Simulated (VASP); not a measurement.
# CoSi2 in VASP: a series of runs

The runs below take CoSi2 through single point, with PBE.

Program: VASP 6.6.1. These are calculated values, not measurements. Logs are shortened: lines on timing, memory, paths and dates and some standing lists are left out, and cuts for length are marked.

**1. The cell of the first run**

The cell holds an amorphous packing of atoms, 24 atoms: a = 7.420 Å, b = 7.177 Å, c = 6.754 Å, α = 88.85°, β = 91.99°, γ = 92.64°.

**2. Single point, PBE**

INCAR

```
PREC = Accurate ; ENCUT = 520
EDIFF = 1E-6 ; ISMEAR = -1
SIGMA = 0.2146 ; LREAL = Auto
LASPH = T ; NELM = 100
ALGO = Normal ; ISIF = 2
LWAVE = F ; LCHARG = F
GGA = PE ; ISYM = 0
NBANDS = 86
```

KPOINTS

```
Automatic mesh
0
Gamma
  1 1 1
  0.25 0.25 0.25
```

POSCAR

```
CoSi2
1.0
    7.4169260000     -0.1672480000     -0.1219080000
   -0.1672480000      7.1745680000      0.0683210000
   -0.1219080000      0.0683210000      6.7525770000
Si Co
16 8
Direct
    0.4966560079      0.7253403843      0.7993415492
   -0.0136682210      0.6956236615      0.2671617118
    0.0843245396      0.9485808079      0.8592760729
    0.7113625915      0.6953185923      0.0932429100
    0.4279215093      0.3512875790      0.7566691556
    0.8164978752      0.1362439186      0.4351133356
    0.8076174123      0.8279428235      0.6051186298
    0.6680101880      0.3767281663      0.5732281677
    0.4006286869      0.5140845340      0.4284026783
    0.2101559119      0.1445011282      0.3687151180
    0.2622963104      0.6599795219      0.0231491707
    0.8708300765      0.3934136133      0.0764313745
    0.6709528086      0.1359089955      0.0320719151
    0.5691350801      0.9102841970      0.3899215948
    0.3705672705      0.0162954874      0.1255917246
    0.1685208682      0.2746410596      0.0209718882
    0.1453142749      0.6815253547      0.6872926408
    0.9765287932      0.0324779941      0.1332227301
    0.8912598012      0.1605204396      0.7863410936
    0.1492181668      0.3477084068      0.6823060444
    0.2381025584      0.8463106474      0.3313752390
    0.6005924937      0.0781656330      0.6973294308
    0.6040448130      0.4363841011      0.1421507221
    0.8406464462      0.5509190230      0.7728728141
```

Potentials or basis: VASP PAW PBE potentials, release 64 (Si, Co).

Launch:

```console
> cat potpaw_PBE.64/Si/POTCAR potpaw_PBE.64/Co/POTCAR > POTCAR
> mpirun -np 1 vasp_std > vasp.out
```

OUTCAR:

```text
PREC = Accurate
   ENCUT = 520
   EDIFF = 1E-6
   ISMEAR = -1
   LREAL = Auto
   LASPH = T
   NELM = 100
   ISIF = 2
   GGA = PE
   ISYM = 0

 ion  position               nearest neighbor table
   1  0.497  0.725  0.799-  11 2.37   4 2.51  17 2.70  22 2.70   5 2.73   7 2.76  24 2.91   9 3.00
                            14 3.10
   2  0.986  0.696  0.267-  21 2.15   4 2.32  18 2.57  12 2.64  11 2.70   7 2.88  17 3.04
   3  0.084  0.949  0.859-  18 2.15  19 2.17  17 2.33  16 2.64  11 2.71   7 2.75  15 2.77  20 3.11

   4  0.711  0.695  0.093-  23 2.01   2 2.32   1 2.51  12 2.52  24 2.65  14 2.82  18 3.06
   5  0.428  0.351  0.757-  20 2.11   8 2.20  22 2.44   9 2.49  16 2.70   1 2.73  23 2.93  13 3.00

   6  0.816  0.136  0.435-   8 2.32  14 2.41  19 2.43  22 2.45   7 2.47  18 2.54  13 2.89  10 2.97
                            12 3.04
   7  0.808  0.828  0.605-  24 2.29  14 2.34   6 2.47  22 2.52  19 2.74   3 2.75   1 2.76  17 2.80
                             2 2.88
   8  0.668  0.377  0.573-  24 2.20   5 2.20   6 2.32  22 2.32   9 2.42  19 2.68  23 2.96
   9  0.401  0.514  0.428-   8 2.42   5 2.49  23 2.58  21 2.78  20 2.79  17 2.93  10 2.98   1 3.00
                            14 3.06  11 3.07
  10  0.210  0.145  0.369-  21 2.18  15 2.29  18 2.43  16 2.52  20 2.66   6 2.97   9 2.98
  11  0.262  0.660  0.023-   1 2.37  17 2.41  21 2.51   2 2.70   3 2.71  15 2.74  16 2.82   9 3.07
                            23 3.14
  12  0.871  0.393  0.076-  23 2.08  24 2.33  13 2.33  16 2.45   4 2.52  19 2.61   2 2.64  18 2.76
                             6 3.04
  13  0.671  0.136  0.032-  12 2.33  22 2.34  19 2.37  23 2.37  15 2.45  18 2.49   6 2.89  14 2.98
                             5 3.00
  14  0.569  0.910  0.390-   7 2.34   6 2.41  15 2.41  22 2.42  21 2.50   4 2.82  13 2.98   9 3.06
                             1 3.10
  15  0.371  0.016  0.126-  21 2.07  10 2.29  14 2.41  13 2.45  16 2.51  11 2.74   3 2.77  18 2.93
[... 15 lines left out ...]
  23  0.604  0.436  0.142-   4 2.01  12 2.08  13 2.37   9 2.58   5 2.93   8 2.96  11 3.14
  24  0.841  0.551  0.773-   8 2.20   7 2.29  12 2.33  17 2.49   4 2.65  19 2.84  20 2.86   1 2.91

IMPORTANT INFORMATION: All symmetrisations will be switched off!
NOSYMM: (Re-)initialisation of all symmetry stuff for point group C_1.

----------------------------------------------------------------------------------------

                                     Primitive cell

  volume of cell :     358.9992

  direct lattice vectors                    reciprocal lattice vectors
     7.416926000 -0.167248000 -0.121908000     0.134936682  0.003122643  0.002404492
    -0.167248000  7.174568000  0.068321000     0.003122643  0.139466907 -0.001354719
    -0.121908000  0.068321000  6.752577000     0.002404492 -0.001354719  0.148148726

  length of vectors
     7.419812986  7.176842317  6.754022909     0.134994224  0.139508439  0.148174431

  position of ions in fractional coordinates (direct lattice)
     0.496656008  0.725340384  0.799341549
[... 111 lines left out ...]
   EMIN   =  10.00;   EMAX   =-10.00  energy-range for DOS
   EFERMI =   0.00;   METHOD = LEGACY
   ISMEAR =    -1;   SIGMA  =   0.21  broadening in eV -4-tet -1-fermi 0-gaus
   EFERMI_NEDOS =   21; number of points for ismear=-14 and -15
   IALGO  =     38    algorithm
   IMIX   =      4    mixing-type and parameters
     AMIX     =   0.40;   BMIX     =  1.00
     AMIX_MAG =   1.60;   BMIX_MAG =  1.00
  volume/ion in A,a.u.               =      14.96       100.94
  Fermi-wavevector in a.u.,A,eV,Ry     =   1.184559  2.238492 19.091420  1.403180
  Thomas-Fermi vector in A             =   2.320771
   LORBIT       =      0    0 simple, 1 ext, 2 COOP (PROOUT), +10 PAW based schemes
   GGA     = PE    functional components
   LHFCALC =     F    Hartree Fock is set to
   AEXX    =    0.0000 exact exchange contribution
   IVDW    =     0    specifies the selected vdW correction
   LEPSILON=     F    determine dielectric tensor
   LRPA    =     F    only Hartree local field effects (RPA)
 non-spin polarized calculation
  energy-cutoff  :      520.00
  volume of cell :      359.00
 maximum number of plane-waves:      9649
 NGX is ok and might be reduce to    56
   NGX = 27   NGY = 27   NGZ = 25

 number of electron     136.0000033 magnetization

 Free energy of the ion-electron system (eV)
  ---------------------------------------------------
  ext. energy  EPLUGINS =         0.00000000
  ---------------------------------------------------
  free energy    TOTEN  =      -135.76618219 eV

  energy without entropy =     -132.92984978  energy(sigma->0) =     -134.34801598

 E-fermi :   8.2771     XC(G=0): -11.0495

 val. band max:        8.1823205864   @ k =   0.2500   0.2500   0.2500
 cond. band min:       8.2913399493   @ k =   0.2500   0.2500   0.2500
 fundamental gap:      0.1090193629
 Fermi energy:         8.2771088697

 k-point     1 :       0.2500    0.2500    0.2500
  band No.  band energies     occupation
      1      -4.0702      2.00000
      2      -3.2238      2.00000
      3      -2.9046      2.00000
      4      -2.5687      2.00000
      5      -1.6932      2.00000
      6      -1.1375      2.00000
[... 72 lines left out ...]
     79       9.9010      0.00103
     80      10.0657      0.00048
 [bands above 80 left out]

------------------------ aborting loop because EDIFF is reached ----------------------------------------

  FORCE on cell =-STRESS in cart. coord.  units (eV):
  Direction    XX          YY          ZZ          XY          YZ          ZX
  --------------------------------------------------------------------------------------
  -------------------------------------------------------------------------------------
  Total        7.8558452     -2.5216221    -10.7651867      8.4601390     -2.6955121      0.2444450
  in kB       35.0598512    -11.2537471    -48.0439515     37.7567542    -12.0298011      1.0909336
  external PRESSURE =      -8.0792825 kB  Pullay stress =       0.0000000 kB

 VOLUME and BASIS-vectors are now :
 -----------------------------------------------------------------------------
  energy-cutoff  :      520.00
  volume of cell :      359.00
      direct lattice vectors                 reciprocal lattice vectors
     7.416926000 -0.167248000 -0.121908000     0.134936682  0.003122643  0.002404492
    -0.167248000  7.174568000  0.068321000     0.003122643  0.139466907 -0.001354719
    -0.121908000  0.068321000  6.752577000     0.002404492 -0.001354719  0.148148726

 POSITION                                       TOTAL-FORCE (eV/Angst)
 -----------------------------------------------------------------------------------
      3.46490      5.17555      5.38663         0.676370      0.422396     -0.411524
      7.16664      4.84409      1.73131         0.243270      0.154264      0.372139
      0.36203      6.85026      5.85686         1.085135     -1.371907     -1.505724
      5.14847      4.87601      0.59041         0.446398      2.822710     -0.743976
      3.02287      2.50046      5.08130        -0.343606     -0.406052      2.060137
      5.98007      0.87066      2.84791         1.039493     -0.362141     -0.658455
[... 16 lines left out ...]
      4.38984      3.03955      0.91606        -3.819268     -2.510100      1.043138
      6.04865      3.86481      5.15404         0.333006      0.647703      0.700482
 -----------------------------------------------------------------------------------
    total drift:                               -0.004526     -0.002441      0.004819

  FREE ENERGIE OF THE ION-ELECTRON SYSTEM (eV)
  ---------------------------------------------------
  free  energy   TOTEN  =      -135.7661821866 eV

  energy  without entropy=     -132.9298497772  energy(sigma->0) =     -134.34801598
```

OSZICAR:

```text
N       E                     dE             d eps       ncg     rms          rms(c)
DAV:   1     0.962389612137E+03    0.96239E+03   -0.54110E+04   172   0.158E+03
DAV:   2    -0.351021262328E+02   -0.99749E+03   -0.96603E+03   172   0.375E+02
DAV:   3    -0.141115054673E+03   -0.10601E+03   -0.95430E+02   194   0.133E+02
[... 20 lines left out ...]
DAV:  24    -0.135766212522E+03    0.12526E-03   -0.12144E-04   264   0.976E-02    0.109E-01
DAV:  25    -0.135766192694E+03    0.19828E-04   -0.48210E-05   256   0.395E-02    0.652E-02
DAV:  26    -0.135766182946E+03    0.97485E-05   -0.17804E-05   224   0.365E-02    0.217E-02
DAV:  27    -0.135766181919E+03    0.10268E-05   -0.51885E-06   152   0.127E-02    0.273E-03
DAV:  28    -0.135766182187E+03   -0.26736E-06   -0.99080E-07   104   0.693E-03
   1 F= -.13576618E+03 E0= -.13434802E+03  d E =-.283633E+01
```

stdout:

```text
POSCAR found type information on POSCAR SiCo
 POSCAR found :  2 types and      24 ions
 scaLAPACK will be used
 LDA part: xc-table for (Slater+PW92), standard interpolation
 POSCAR, INCAR and KPOINTS ok, starting setup
 FFT: planning ... GRIDC
 FFT: planning ... GRID_SOFT
 FFT: planning ... GRID
 WAVECAR not read
 entering main loop
```

Wall time 2.7 min (1 thread of Intel Xeon 6975P-C (Granite Rapids), shared host); peak memory 0.36 GiB.

What came out:

* Free energy: -135.7662 eV
* Pressure: -0.8 GPa
* Largest force: 4.688 eV/Å
* Band gap on the k mesh: 0.11 eV

Forces on the atoms (eV/Å):
```
Si   0.676  0.422 -0.412
Si   0.243  0.154  0.372
Si   1.085 -1.372 -1.506
Si   0.446  2.823 -0.744
Si  -0.344 -0.406  2.060
Si   1.039 -0.362 -0.658
Si   1.023 -0.186  1.197
Si   1.679  0.407 -1.494
Si  -1.268  0.468 -0.627
Si  -1.267  1.845  2.401
Si  -0.628 -0.126  0.652
Si   2.372  0.000 -0.358
Si  -0.541 -0.914 -0.097
Si  -0.788 -0.556 -0.001
Si   1.098  0.235 -3.402
Si   0.153  0.645 -0.874
Co   0.137  0.625 -0.114
Co  -1.264  0.439  2.021
Co   0.472  0.819  0.351
Co  -0.301 -0.118 -1.129
Co   0.879 -2.221  1.092
Co  -1.415 -0.759 -0.473
Co  -3.819 -2.510  1.043
Co   0.333  0.648  0.700
```

Levels at points of the mesh, in eV from the valence-band top:
```tsv
k point	band 66	band 67	band 68	band 69	band 70	band 71
(0.25, 0.25, 0.25)	-0.18	-0.11	0.00	0.11	0.18	0.35
```

Caveat: the k points lie up to 0.93 Å⁻¹ apart. Spin polarisation is off, so any magnetic state and its effect on volume and gap are missing.

**3. Single point, PBE**

INCAR

```
  ALGO = Normal
  EDIFF = 1E-7
  ENCUT = 520
  GGA = PE
  ISIF = 2
  ISMEAR = -1
  ISYM = 0
  LASPH = T
  LCHARG = T
  LELF = T
  LREAL = Auto
  LVHAR = T
  LWAVE = F
  NBANDS = 86
  NELM = 80
  PREC = Accurate
  SIGMA = 0.2146
```

KPOINTS is that of step 2.

POSCAR

```
CoSi2
1.0
    7.4169260000     -0.1672480000     -0.1219080000
   -0.1672480000      7.1745680000      0.0683210000
   -0.1219080000      0.0683210000      6.7525770000
Si Co
16 8
Direct
    0.5288254624      0.7639543781      0.7848006661
   -0.0190993670      0.6590091131      0.4265302673
    0.0830322549      0.9283227919      0.8409124923
    0.7459468316      0.7020266691      0.0605529892
    0.4533890579      0.2920974043      0.7918461895
    0.7656438309      0.1027791729      0.3910984106
    0.8686663623      0.8634650935      0.6189119473
    0.6656305836      0.4237800933      0.4915953737
    0.3295659386      0.5558125301      0.4305184608
    0.2082845910      0.1467750040      0.4656099061
    0.1319073388      0.6190126647      0.0531576309
    0.9146838188      0.3871058589      0.0388860158
    0.7096310357      0.1276728768      0.0038294953
    0.5001709832      0.8541845361      0.4171712670
    0.3808722133     -0.0430820732     -0.0573267391
    0.1770743812      0.2061165810     -0.0100567987
    0.2237129862      0.6893148264      0.6674880900
    0.9452986018      0.0176522756      0.1726094261
    0.9063965832      0.1987730355      0.8058043058
    0.1640692613      0.3562780098      0.6528512130
    0.2496984071      0.8678328891      0.2878834292
    0.5603466315      0.0513736498      0.6539879276
    0.5499445432      0.3495807500      0.1792605894
    0.8973889224      0.5634933767      0.7612879435
```

Potentials or basis: VASP PAW PBE potentials, release 64 (Si, Co).

Launch:

```console
> cat potpaw_PBE.64/Si/POTCAR potpaw_PBE.64/Co/POTCAR > POTCAR
> mpirun -np 1 vasp_std > vasp.out
```

Run time: 3.1 min. Hardware: 1 thread of Intel Xeon 6975P-C (Granite Rapids), shared host; peak memory 0.36 GiB.

It converged, with:

```
Free energy            : -135.5372 eV
Pressure               : -0.4 GPa
Largest force          : 3.872 eV/Å
Band gap on the k mesh : 0.19 eV
```

Forces on the atoms (eV/Å):
```
Si   1.754 -3.037 -0.997
Si   0.871 -1.340 -1.654
Si  -0.414 -0.453  0.966
Si  -0.101 -0.401  0.155
Si  -0.683  1.648  0.601
Si  -1.208  1.410  0.531
Si  -2.333  1.278  0.419
Si   0.405 -0.091  0.836
Si   1.245 -1.719 -2.079
Si   0.257 -2.312 -1.863
Si   1.148  1.034 -0.125
Si  -1.197  0.742  2.173
Si  -3.278 -0.498  1.253
Si   1.506 -0.264 -0.120
Si  -0.622  1.405  2.203
Si   0.644  0.896  0.740
Co  -0.506  1.597  2.120
Co   1.281 -0.777 -1.376
Co   1.391 -1.775 -3.147
Co  -0.144  1.693  1.396
Co  -2.522 -0.436 -1.122
Co   2.542  0.448  0.287
Co   0.530  0.200 -0.600
Co  -0.568  0.752 -0.597
```

Stress tensor (GPa, compression positive):
```
 0.94 -0.05 -0.70
-0.05  1.72  4.94
-0.70  4.94 -3.80
```

Levels at points of the mesh, in eV from the valence-band top:
```csv
k point,band 65,band 66,band 67,band 68,band 69,band 70,band 71,band 72
"(0.25, 0.25, 0.25)",-0.29,-0.17,-0.04,0.00,0.19,0.30,0.47,0.65
```

Caveat: the k points lie up to 0.93 Å⁻¹ apart.
